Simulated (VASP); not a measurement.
# CeO2 (Fm-3m) in VASP: settings compared, part 2 of 2

VASP 6.6.1. Earlier steps stand in the parts before.

## (5) Relaxation of cell and atoms, PBEsol

This run uses another cell than the first one, of 13.60 Å³/atom.

INCAR

```
PREC     = Accurate       # precision mode
ENCUT    = 600            # plane-wave cutoff, eV
EDIFF    = 1E-7           # SCF threshold, eV
ISMEAR   = -1             # smearing method
SIGMA    = 0.02           # smearing width, eV
LREAL    = False          # projectors in reciprocal space
LASPH    = True           # aspherical terms in the spheres
NELM     = 200            # most SCF steps
ALGO     = Normal         # electronic algorithm
ISIF     = 3              # what is computed and relaxed
LWAVE    = False          # write WAVECAR
LCHARG   = False          # write CHGCAR
GGA      = PS             # functional
IBRION   = 2              # ionic algorithm
NSW      = 80             # ionic steps
EDIFFG   = -0.005         # ionic threshold
GGA_COMPAT= False        
NELMIN   = 4            
LMAXMIX  = 6              # l up to which the mixer works
```

KPOINTS

```
Automatic mesh
0
Gamma
  8 8 8
```

POSCAR

```
CeO2
1.0
    0.0000000000      2.7321936134      2.7321936134
    2.7321936134      0.0000000000      2.7321936134
    2.7321936134      2.7321936134      0.0000000000
Ce O
1 2
Direct
    0.0000000000      0.0000000000      0.0000000000
    0.2500000000      0.2500000000      0.2500000000
    0.7500000000      0.7500000000      0.7500000000
```

Potentials or basis: VASP PAW PBE potentials, release 64 (Ce, O).

Launch:

```sh
$ cat potpaw_PBE.64/Ce/POTCAR potpaw_PBE.64/O/POTCAR > POTCAR
$ mpirun -np 1 vasp_std > vasp.out
```

OUTCAR:

```text
PREC = Accurate
   ENCUT = 600
   EDIFF = 1E-7
   ISMEAR = -1
   LREAL = False
   LASPH = True
   NELM = 200
   ISIF = 3
   GGA = PS
   IBRION = 2
   NSW = 80
   EDIFFG = -0.005
   NELMIN = 4

 ion  position               nearest neighbor table
   1  0.000  0.000  0.000-   2 2.37   3 2.37   3 2.37   3 2.37   3 2.37   2 2.37   2 2.37   2 2.37

   2  0.250  0.250  0.250-   1 2.37   1 2.37   1 2.37   1 2.37
   3  0.750  0.750  0.750-   1 2.37   1 2.37   1 2.37   1 2.37

  LATTYP: Found a face centered cubic cell.
 ALAT       =     5.4643872268

  Lattice vectors:

 A1 = (   0.0000000000,   2.7321936134,   2.7321936134)
 A2 = (   2.7321936134,   0.0000000000,   2.7321936134)
 A3 = (   2.7321936134,   2.7321936134,   0.0000000000)

Analysis of symmetry for initial positions (statically):
=====================================================================
 Subroutine PRICEL returns:
 Original cell was already a primitive cell.

 Routine SETGRP: Setting up the symmetry group for a
 face centered cubic supercell.

 Subroutine GETGRP returns: Found 48 space group operations
 (whereof 48 operations were pure point group operations)
 out of a pool of 48 trial point group operations.

The static configuration has the point symmetry O_h .

Analysis of symmetry for dynamics (positions and initial velocities):
=====================================================================
 Subroutine PRICEL returns:
 Original cell was already a primitive cell.

 Routine SETGRP: Setting up the symmetry group for a
 face centered cubic supercell.

 Subroutine GETGRP returns: Found 48 space group operations
 (whereof 48 operations were pure point group operations)
 out of a pool of 48 trial point group operations.

[... 127 lines left out ...]
   GGA     = PS    functional components
   LHFCALC =     F    Hartree Fock is set to
   AEXX    =    0.0000 exact exchange contribution
   IVDW    =     0    specifies the selected vdW correction
   LEPSILON=     F    determine dielectric tensor
   LRPA    =     F    only Hartree local field effects (RPA)
 conjugate gradient relaxation of ions
 non-spin polarized calculation
  energy-cutoff  :      600.00
  volume of cell :       40.79
 maximum number of plane-waves:      1380
   NGX = 15   NGY = 15   NGZ = 15

--------------------------------------- Ionic step        1  -------------------------------------------

 number of electron      23.9999993 magnetization

 Free energy of the ion-electron system (eV)
  ---------------------------------------------------
  ext. energy  EPLUGINS =         0.00000000
  ---------------------------------------------------
  free energy    TOTEN  =       -27.52035678 eV

  energy without entropy =      -27.52035678  energy(sigma->0) =      -27.52035678

------------------------ aborting loop because EDIFF is reached ----------------------------------------

  FORCE on cell =-STRESS in cart. coord.  units (eV):
  Direction    XX          YY          ZZ          XY          YZ          ZX
  --------------------------------------------------------------------------------------
  -------------------------------------------------------------------------------------
  Total       -1.6728462     -1.6728462     -1.6728462     -0.0000000     -0.0000000      0.0000000
  in kB      -65.7055714    -65.7055714    -65.7055714     -0.0000000     -0.0000000      0.0000000
  external PRESSURE =     -65.7055714 kB  Pullay stress =       0.0000000 kB
[... 172 lines left out ...]
--------------------------------------- Ionic step        6  -------------------------------------------

 number of electron      23.9999998 magnetization

 Free energy of the ion-electron system (eV)
  ---------------------------------------------------
  ext. energy  EPLUGINS =         0.00000000
  ---------------------------------------------------
  free energy    TOTEN  =       -27.55195533 eV

  energy without entropy =      -27.55195533  energy(sigma->0) =      -27.55195533

 E-fermi :   5.7081     XC(G=0): -11.6369

 val. band max:        5.2922376016   @ k =  -0.2500   0.2500   0.0000
 cond. band min:       7.2656352671   @ k =   0.5000   0.0000   0.0000
 fundamental gap:      1.9733976655
 Fermi energy:         5.7081283233

 k-point     1 :       0.0000    0.0000    0.0000
  band No.  band energies     occupation
      1     -27.1091      2.00000
      2     -10.9880      2.00000
      3     -10.0126      2.00000
      4      -9.2418      2.00000
      5      -9.2418      2.00000
      6      -9.2418      2.00000
[... 433 lines left out ...]
      3     -12.0351      2.00000
      4      -9.6583      2.00000
      5      -8.2059      2.00000
      6      -7.1235      2.00000
[... 8 lines left out ...]
     15       7.5466      0.00000
     16       7.5984      0.00000

 [... further k-points ...]

------------------------ aborting loop because EDIFF is reached ----------------------------------------

  FORCE on cell =-STRESS in cart. coord.  units (eV):
  Direction    XX          YY          ZZ          XY          YZ          ZX
  --------------------------------------------------------------------------------------
  -------------------------------------------------------------------------------------
  Total       -0.0001842     -0.0001842     -0.0001842      0.0000000     -0.0000000     -0.0000000
  in kB       -0.0075074     -0.0075074     -0.0075074      0.0000000     -0.0000000     -0.0000000
  external PRESSURE =      -0.0075074 kB  Pullay stress =       0.0000000 kB
[... 18 lines left out ...]
  FREE ENERGIE OF THE ION-ELECTRON SYSTEM (eV)
  ---------------------------------------------------
  free  energy   TOTEN  =       -27.5519553322 eV

  energy  without entropy=      -27.5519553322  energy(sigma->0) =      -27.55195533

 reached required accuracy - stopping structural energy minimisation
```

CONTCAR:

```text
CeO2
   1.00000000000000
    -0.0000000000000000    2.6985397786712881    2.6985397786712881
     2.6985397786712881    0.0000000000000000    2.6985397786712881
     2.6985397786712881    2.6985397786712881    0.0000000000000000
  Ce              O
     1     2
Direct
     0.0000000000000000    0.0000000000000000    0.0000000000000000
     0.2500000000000000    0.2500000000000000    0.2500000000000000
     0.7500000000000000    0.7500000000000000    0.7500000000000000

  0.00000000E+00  0.00000000E+00  0.00000000E+00
  0.00000000E+00  0.00000000E+00  0.00000000E+00
  0.00000000E+00  0.00000000E+00  0.00000000E+00
```

Wall time 56 s (1 thread of Intel Xeon 6975P-C (Granite Rapids), shared host); peak memory 0.21 GiB.

What came out:

* Free energy: -27.5520 eV
* Relaxed volume: 13.10 Å³/atom
* Relaxed cell: a = 3.816 Å, b = 3.816 Å, c = 3.816 Å, α = 60.00°, β = 60.00°, γ = 60.00°
* Space group after relaxing (to 0.1 Å): Fm-3m (No. 225)
* Energy gained by relaxing: 10.5 meV/atom
* Ionic steps: 6
* Pressure after relaxing: 0.0 GPa
* Band gap on the k mesh: 1.97 eV (least direct gap 2.09 eV)

Step by step:
```csv
step,energy change (eV),largest force (eV/Å),pressure (GPa),volume (Å³)
1,0.0000,0.0000,-6.57,40.79
2,0.0171,0.0000,9.48,37.59
3,-0.0316,0.0000,-0.07,39.32
4,-0.0316,0.0000,0.08,39.29
5,-0.0316,0.0000,-0.07,39.32
6,-0.0316,0.0000,0.00,39.30
```

Final structure:
```
CELL_PARAMETERS angstrom
0.00000 2.69854 2.69854
2.69854 0.00000 2.69854
2.69854 2.69854 0.00000
ATOMIC_POSITIONS crystal
Ce 0.00000 0.00000 0.00000
O 0.25000 0.25000 0.25000
O 0.75000 0.75000 0.75000
```

Levels at points of the mesh, in eV from the valence-band top:
| k point | band 8 | band 9 | band 10 | band 11 | band 12 | band 13 | band 14 | band 15 | band 16 |
| --- | --- | --- | --- | --- | --- | --- | --- | --- | --- |
| (0.00, 0.00, 0.00) | -3.98 | -3.98 | -0.65 | -0.65 | -0.65 | 2.31 | 2.31 | 2.31 | 2.59 |
| (0.50, 0.00, 0.00) | -3.09 | -1.30 | -1.25 | -0.82 | -0.82 | 1.97 | 2.17 | 2.17 | 2.32 |
| (0.50, 0.50, 0.00) | -1.21 | -1.21 | -0.83 | -0.83 | -0.65 | 2.00 | 2.13 | 2.13 | 2.30 |

Caveat: the PAW data sets were made with another functional, which shifts forces and pressure a little; spin-orbit coupling is left out, which moves the levels of the heavy elements. Spin polarisation is off, so any magnetic state and its effect on volume and gap are missing.

## (6) Overview

```tsv
task	level	cell	gap on the mesh (eV)	pressure (GPa)	relaxed volume (Å³/atom)
single point	PBEsol	a = 3.817 Å, angles 60.0°, 3 atoms	1.97	-0.1	-
single point	PBE	a = 3.864 Å, angles 60.0°, 3 atoms	1.87	-0.1	-
relaxation of cell and atoms	PBE	relaxed from a = 3.866 Å, angles 60.0°, 3 atoms	1.87	0.0	13.59
relaxation of cell and atoms	PBEsol	relaxed from a = 3.864 Å, angles 60.0°, 3 atoms	1.97	0.0	13.10
```

Alike in all rows: potentials or basis VASP PAW PBE potentials, release 64 (Ce, O); no spin polarisation; k mesh 8 × 8 × 8; cutoff (eV) 600; smearing fermi-dirac 0.02 eV.

Caveats: spin-orbit coupling is left out, which moves the levels of the heavy elements; the PAW data sets were made with another functional, which shifts forces and pressure a little (at least some runs).

Total energies depend on the potentials used, so only differences within one code and one set of settings carry meaning.
